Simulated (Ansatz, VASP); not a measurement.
**One calculation of RbCaH3, two programs**

```
Rb Ca H
1.0
     4.77435    0.00000    0.00000
     0.00000    4.77435    0.00000
     0.00000    0.00000    4.54700
Rb Ca H
1 1 3
Direct
  0.00000 0.00000 0.00000
  0.50000 0.50000 0.50000
  0.00000 0.50000 0.50000
  0.50000 0.00000 0.50000
  0.50000 0.50000 0.00000
```

Change from the starting cell: strain +0.0500 x Voigt [1, 1, 0, 0, 0, 0], atoms carried along.

Alike in both runs: task single point; functional LDA; k mesh 6 × 6 × 6; occupations gaussian, width 0.05 eV; no spin polarisation.

|  | VASP | Ansatz |
| --- | --- | --- |
| version | VASP 6.6.1 | Ansatz 0.2.0 |
| potentials or method | VASP PAW LDA potentials, release 64 (Rb_sv, Ca_sv, H), cutoff 520 eV | scalar-relativistic, plane waves, PAW |
| valence electrons in the cell | 22 | 22 |

|  | VASP | Ansatz | Ansatz less VASP |
| --- | --- | --- | --- |
| gap on the k mesh at the Fermi level (eV) | 2.90 | 2.90 | -0.001 |
| least direct gap on the mesh (eV) | 2.95 | 2.96 | +0.006 |
| pressure (GPa) | -3.9 | -3.9 | 0.00 |
| traceless stress, the component that is largest in VASP (GPa) | 0.95 | 0.94 | -0.011 |

LDA's correlation is that of Perdew and Zunger in VASP and of Perdew and Wang (1992) in Ansatz.
